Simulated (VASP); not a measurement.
# Hf2HC (R-3m) in VASP: settings compared

Hf2HC is run at these levels: BLYP, PBEsol, LDA; tasks: single point.

All numbers are computed with VASP 6.6.1; they aren't measurements. Logs are shortened: lines on timing, memory, paths and dates and some standing lists are left out, and cuts for length are marked.

## 1. The cell of the first run

The structure is trigonal, space group R-3m (No. 166). The conventional cell has a = 3.291 Å, b = 3.291 Å, c = 15.535 Å, α = 90.00°, β = 90.00°, γ = 120.00°. Hf (site symmetry 3m) has 3 C at 2.25 Å and 3 H at 2.35 Å and 3 Hf at 3.08 Å within 3.1 Å. Within 3.3 Å of H (site symmetry -3m) lie 6 Hf at 2.35 Å and 6 C at 3.21 Å and 6 H at 3.29 Å. Within 3.0 Å of C (site symmetry -3m) lie 6 Hf at 2.25 Å.

## 2. Single point, BLYP

INCAR

```
PREC     = Accurate       # precision mode
ENCUT    = 600            # plane-wave cutoff, eV
EDIFF    = 1E-6           # SCF threshold, eV
ISMEAR   = 1              # smearing method
SIGMA    = 0.1            # smearing width, eV
LREAL    = F              # projectors in reciprocal space
LASPH    = T              # aspherical terms in the spheres
NELM     = 120            # most SCF steps
ALGO     = Normal         # electronic algorithm
ISIF     = 2              # what is computed and relaxed
LWAVE    = F              # write WAVECAR
LCHARG   = F              # write CHGCAR
GGA      = B5             # functional
ALDAX    = 1.0          
AGGAX    = 1.0          
AGGAC    = 1.0          
ALDAC    = 0.0          
NBANDS   = 20             # bands
GGA_COMPAT= F
```

KPOINTS

```
Automatic mesh
0
Gamma
  10 10 10
```

POSCAR

```
Hf2HC
1.0
    1.6456450000      0.9501135837      5.1784140000
   -1.6456450000      0.9501135837      5.1784140000
    0.0000000000     -1.9002271675      5.1784140000
Hf H C
2 1 1
Direct
    0.7554426667      0.7554426667      0.7554426667
    0.2445573333      0.2445573333      0.2445573333
    0.0000000000      0.0000000000      0.0000000000
    0.5000000000      0.5000000000      0.5000000000
```

Potentials or basis: VASP PAW PBE potentials, release 64 (Hf_pv, H, C).

Started as:

```console
cat potpaw_PBE.64/Hf_pv/POTCAR potpaw_PBE.64/H/POTCAR potpaw_PBE.64/C/POTCAR > POTCAR
mpirun -np 1 vasp_std > vasp.out
```

OUTCAR:

```text
PREC = Accurate
   ENCUT = 600
   EDIFF = 1E-6
   ISMEAR = 1
   LREAL = F
   LASPH = T
   NELM = 120
   ISIF = 2
   GGA = B5

 ion  position               nearest neighbor table
   1  0.755  0.755  0.755-   4 2.25   4 2.25   4 2.25   3 2.35   3 2.35   3 2.35   2 3.08   2 3.08
                             2 3.08   2 3.35   2 3.35   2 3.35
   2  0.245  0.245  0.245-   4 2.25   4 2.25   4 2.25   3 2.35   3 2.35   3 2.35   1 3.08   1 3.08
                             1 3.08   1 3.35   1 3.35   1 3.35
   3  0.000  0.000  0.000-   1 2.35   1 2.35   2 2.35   2 2.35   1 2.35   2 2.35
   4  0.500  0.500  0.500-   2 2.25   2 2.25   1 2.25   1 2.25   2 2.25   1 2.25

  LATTYP: Found a trigonal (rhomboedric) cell.
 ALAT       =     5.5160524692
 COS(alpha) =     0.8219895379

  Lattice vectors:

 A1 = (   1.6456450000,   0.9501135837,   5.1784140000)
 A2 = (  -1.6456450000,   0.9501135837,   5.1784140000)
 A3 = (   0.0000000000,  -1.9002271675,   5.1784140000)

Analysis of symmetry for initial positions (statically):
=====================================================================
 Subroutine PRICEL returns:
 Original cell was already a primitive cell.

 Routine SETGRP: Setting up the symmetry group for a
 trigonal (rhombohedral) supercell.

 Subroutine GETGRP returns: Found 12 space group operations
 (whereof 12 operations were pure point group operations)
 out of a pool of 12 trial point group operations.

The static configuration has the point symmetry D_3d.

Analysis of symmetry for dynamics (positions and initial velocities):
=====================================================================
 Subroutine PRICEL returns:
 Original cell was already a primitive cell.

 Routine SETGRP: Setting up the symmetry group for a
 trigonal (rhombohedral) supercell.

 Subroutine GETGRP returns: Found 12 space group operations
 (whereof 12 operations were pure point group operations)
 out of a pool of 12 trial point group operations.

The dynamic configuration has the point symmetry D_3d.

 Subroutine INISYM returns: Found 12 space group operations
 (whereof 12 operations are pure point group operations),
 and found     1 'primitive' translations

----------------------------------------------------------------------------------------

                                     Primitive cell

  volume of cell :      48.5802

  direct lattice vectors                    reciprocal lattice vectors
     1.645645000  0.950113584  5.178414000     0.303832236  0.175417623  0.064369773
    -1.645645000  0.950113584  5.178414000    -0.303832236  0.175417623  0.064369773
     0.000000000 -1.900227167  5.178414000     0.000000000 -0.350835246  0.064369773

  length of vectors
     5.516052469  5.516052469  5.516052469     0.356691516  0.356691516  0.356691516

  position of ions in fractional coordinates (direct lattice)
     0.755442667  0.755442667  0.755442667
     0.244557333  0.244557333  0.244557333
     0.000000000  0.000000000  0.000000000
     0.500000000  0.500000000  0.500000000

  ion indices of the primitive-cell ions
   primitive index   ion index
                 1           1
                 2           2
                 3           3
                 4           4

----------------------------------------------------------------------------------------

 KPOINTS: Automatic mesh

Automatic generation of k-mesh.
 Grid dimensions read from file:
 generate k-points for:   10   10   10

 Generating k-lattice:

  Cartesian coordinates                     Fractional coordinates (reciprocal lattice)
     0.030383224  0.017541762  0.006436977     0.100000000  0.000000000  0.000000000
    -0.030383224  0.017541762  0.006436977     0.000000000  0.100000000  0.000000000
     0.000000000 -0.035083525  0.006436977     0.000000000  0.000000000  0.100000000

  Length of vectors
     0.035669152  0.035669152  0.035669152

  Shift w.r.t. Gamma in fractional coordinates (k-lattice)
     0.000000000  0.000000000  0.000000000

 Subroutine IBZKPT returns following result:
 ===========================================

 Found    116 irreducible k-points:

 Following reciprocal coordinates:
            Coordinates               Weight
  0.000000  0.000000  0.000000      1.000000
  0.100000  0.000000  0.000000      6.000000
  0.200000  0.000000  0.000000      6.000000
  0.300000  0.000000  0.000000      6.000000
  0.400000  0.000000  0.000000      6.000000
  0.500000 -0.000000 -0.000000      3.000000
[... 16 lines left out ...]
  0.300000  0.300000  0.000000      6.000000
  0.400000  0.300000  0.000000     12.000000
 [... further k-points ...]
   k-points           NKPTS =    116   k-points in BZ     NKDIM =    116   number of bands    NBANDS=     20
   number of dos      NEDOS =    301   number of ions     NIONS =      4
   total plane-waves  NPLWV = 110592
   dimension x,y,z NGX =    48 NGY =   48 NGZ =   48
   dimension x,y,z NGXF=    96 NGYF=   96 NGZF=   96
   ions per type =               2   1   1
   NGX,Y,Z   is equivalent  to a cutoff of  14.47, 14.47, 14.47 a.u.
   NGXF,Y,Z  is equivalent  to a cutoff of  28.93, 28.93, 28.93 a.u.
 SYSTEM =  unknown system
   PREC   = accura    normal or accurate (medium, high low for compatibility)
   ISTART =      0    job   : 0-new  1-cont  2-samecut
   ICHARG =      2    charge: 1-file 2-atom 10-const
   ISPIN  =      1    spin polarized calculation?
   LNONCOLLINEAR =      F non collinear calculations
   LSORBIT =      F    spin-orbit coupling
   LASPH  =      T    aspherical Exc in radial PAW
   ENCUT  =  600.0 eV  44.10 Ry    6.64 a.u.  11.02 11.02 11.02*2*pi/ulx,y,z
   NELM   =    120;   NELMIN=  2; NELMDL= -5     # of ELM steps
   EDIFF  = 0.1E-05   stopping-criterion for ELM
   LREAL  =      F    real-space projection
   EDIFFG = 0.1E-04   stopping-criterion for IOM
   NSW    =      0    number of steps for IOM
   IBRION =     -1    ionic relax: 0-MD 1-quasi-New 2-CG
   NFREE  =      0    steps in history (QN), initial steepest desc. (CG)
   ISIF   =      2    stress and relaxation
   ISYM   =      2    0-nonsym 1-usesym 2-fastsym
   POTIM  = 0.5000    time-step for ionic-motion
   TEBEG  =    0.0;   TEEND  =   0.0 temperature during run
   PSTRESS=    0.0 pullay stress
   NELECT =      25.0000    total number of electrons
   NUPDOWN=      -1.0000    fix difference up-down
   EMIN   =  10.00;   EMAX   =-10.00  energy-range for DOS
   EFERMI =   0.00;   METHOD = LEGACY
   ISMEAR =     1;   SIGMA  =   0.10  broadening in eV -4-tet -1-fermi 0-gaus
   EFERMI_NEDOS =   21; number of points for ismear=-14 and -15
   IALGO  =     38    algorithm
   IMIX   =      4    mixing-type and parameters
     AMIX     =   0.40;   BMIX     =  1.00
     AMIX_MAG =   1.60;   BMIX_MAG =  1.00
  volume/ion in A,a.u.               =      12.15        81.96
  Fermi-wavevector in a.u.,A,eV,Ry     =   1.311903  2.479136 23.416831  1.721088
  Thomas-Fermi vector in A             =   2.442332
   LORBIT       =      0    0 simple, 1 ext, 2 COOP (PROOUT), +10 PAW based schemes
   GGA     = B5    functional components
   LHFCALC =     F    Hartree Fock is set to
   AEXX    =    0.0000 exact exchange contribution
   IVDW    =     0    specifies the selected vdW correction
   LEPSILON=     F    determine dielectric tensor
   LRPA    =     F    only Hartree local field effects (RPA)
 non-spin polarized calculation
 Methfessel and Paxton  Order N= 1 SIGMA  =   0.10
  energy-cutoff  :      600.00
  volume of cell :       48.58
 maximum number of plane-waves:      1650
 NGX is ok and might be reduce to    48
   NGX = 23   NGY = 23   NGZ = 23

 number of electron      25.0000001 magnetization

 Free energy of the ion-electron system (eV)
  ---------------------------------------------------
  ext. energy  EPLUGINS =         0.00000000
  ---------------------------------------------------
  free energy    TOTEN  =       -31.59512627 eV

  energy without entropy =      -31.59597350  energy(sigma->0) =      -31.59540868

 E-fermi :   6.4357     XC(G=0): -11.2660

 val. band max:        6.4272764064   @ k =  -0.2000   0.1000   0.0000
 cond. band min:       6.4388379235   @ k =  -0.2000   0.2000   0.1000
 fundamental gap:      0.0115615171
 Fermi energy:         6.4356802955

 k-point     1 :       0.0000    0.0000    0.0000
  band No.  band energies     occupation
      1     -24.3784      2.00000
      2     -23.7242      2.00000
      3     -23.7242      2.00000
      4     -23.6133      2.00000
      5     -23.6133      2.00000
      6     -23.5625      2.00000
[... 12 lines left out ...]
     19      11.1460      0.00000
     20      12.9594      0.00000

 k-point     2 :       0.1000    0.0000    0.0000
  band No.  band energies     occupation
      1     -24.3539      2.00000
      2     -23.7734      2.00000
      3     -23.7357      2.00000
      4     -23.6638      2.00000
      5     -23.6240      2.00000
      6     -23.5720      2.00000
[... 12 lines left out ...]
     19      11.4318      0.00000
     20      12.3353      0.00000

 k-point     3 :       0.2000    0.0000    0.0000
  band No.  band energies     occupation
      1     -24.2870      2.00000
      2     -23.8981      2.00000
      3     -23.7899      2.00000
      4     -23.7657      2.00000
      5     -23.6519      2.00000
      6     -23.6048      2.00000
[... 12 lines left out ...]
     19      11.9658      0.00000
     20      12.4013      0.00000

 k-point     4 :       0.3000    0.0000    0.0000
  band No.  band energies     occupation
      1     -24.2058      2.00000
      2     -24.0441      2.00000
      3     -23.9249      2.00000
      4     -23.8022      2.00000
      5     -23.6862      2.00000
      6     -23.6640      2.00000
[... 429 lines left out ...]
 k-point    23 :       0.3000    0.3000    0.0000
  band No.  band energies     occupation
      1     -24.2458      2.00000
      2     -24.1090      2.00000
      3     -23.8545      2.00000
      4     -23.8389      2.00000
      5     -23.6483      2.00000
      6     -23.6228      2.00000
[... 12 lines left out ...]
     19      12.3319      0.00000
     20      13.0830      0.00000

 k-point    24 :       0.4000    0.3000    0.0000
  band No.  band energies     occupation
      1     -24.2465      2.00000
      2     -24.1836      2.00000
      3     -23.9078      2.00000
      4     -23.8276      2.00000
      5     -23.6924      2.00000
      6     -23.6396      2.00000
[... 12 lines left out ...]
     19      12.8205      0.00000
     20      12.9932      0.00000

 [... further k-points ...]
[... 5 lines left out ...]
  --------------------------------------------------------------------------------------
  -------------------------------------------------------------------------------------
  Total        2.6048939      2.6048939      2.4504154     -0.0000000     -0.0000000      0.0000000
  in kB       85.9094459     85.9094459     80.8147424     -0.0000000     -0.0000000      0.0000000
  external PRESSURE =      84.2112114 kB  Pullay stress =       0.0000000 kB

 VOLUME and BASIS-vectors are now :
 -----------------------------------------------------------------------------
  energy-cutoff  :      600.00
  volume of cell :       48.58
      direct lattice vectors                 reciprocal lattice vectors
     1.645645000  0.950113584  5.178414000     0.303832236  0.175417623  0.064369773
    -1.645645000  0.950113584  5.178414000    -0.303832236  0.175417623  0.064369773
     0.000000000 -1.900227167  5.178414000     0.000000000 -0.350835246  0.064369773

 POSITION                                       TOTAL-FORCE (eV/Angst)
 -----------------------------------------------------------------------------------
      0.00000     -0.00000     11.73598        -0.000000      0.000000     -0.304933
      0.00000     -0.00000      3.79926        -0.000000     -0.000000      0.304933
      0.00000      0.00000      0.00000        -0.000000      0.000000      0.000000
      0.00000     -0.00000      7.76762         0.000000     -0.000000      0.000000
 -----------------------------------------------------------------------------------
    total drift:                                0.000000      0.000000     -0.000000

  FREE ENERGIE OF THE ION-ELECTRON SYSTEM (eV)
  ---------------------------------------------------
  free  energy   TOTEN  =       -31.5951262714 eV

  energy  without entropy=      -31.5959734998  energy(sigma->0) =      -31.59540868
```

It took 5.1 min on 1 thread of Intel Xeon Platinum 8259CL at 2.50GHz (Skylake/Cascade Lake), shared host; peak memory 0.41 GiB.

Results:

- Free energy: -31.5951 eV
- Pressure: 8.4 GPa
- Largest force: 0.305 eV/Å
- Band gap on the k mesh: zero (an odd number of electrons rules out a gap without spin polarisation)

Forces on the atoms (eV/Å):
```
Hf   0.000  0.000 -0.305
Hf   0.000  0.000  0.305
H    0.000  0.000  0.000
C    0.000  0.000  0.000
```

Caveat: the cell stands under pressure; the PAW data sets were made with another functional, which shifts forces and pressure a little; spin-orbit coupling is left out, which moves the levels of the heavy elements; an odd number of electrons without spin polarisation forces a metal; a magnetic or distorted state may lie lower.

[end of part 1 of 3]
